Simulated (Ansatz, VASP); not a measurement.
# WC in VASP and in Ansatz

```xyz
2
Lattice="0.0000 2.1727 2.1727 2.1727 0.0000 2.1727 2.1727 2.1727 0.0000" Properties=species:S:1:pos:R:3 pbc="T T T"
W     0.0000    0.0000    0.0000
C     2.1727    2.1727    2.1727
```

Alike in both runs: task single point; functional PBEsol; k mesh 24 × 24 × 24; occupations gaussian, width 0.15 eV; no spin polarisation.

|  | VASP | Ansatz |
| --- | --- | --- |
| version | VASP 6.6.1 | Ansatz 0.2.0 |
| potentials or method | VASP PAW PBE potentials, release 64 (W_sv, C), cutoff 520 eV | scalar-relativistic, plane waves, PAW |
| valence electrons in the cell | 18 | 18 |

Ansatz gave:

| Item | Value |
| --- | --- |
| gap on the k mesh at the Fermi level (eV) | none |
| pressure (GPa) | 0.0 |

Q: What did VASP give for the same quantities?

A: gap on the k mesh at the Fermi level (eV): none; pressure (GPa): 1.1.

VASP's potentials were made for PBE, not for PBEsol. A gap of «none» marks a metal or a gap that the smearing closes. With one functional, cell and mesh, what is left measures potentials, basis and numerics.

Neither program's run includes spin-orbit coupling.
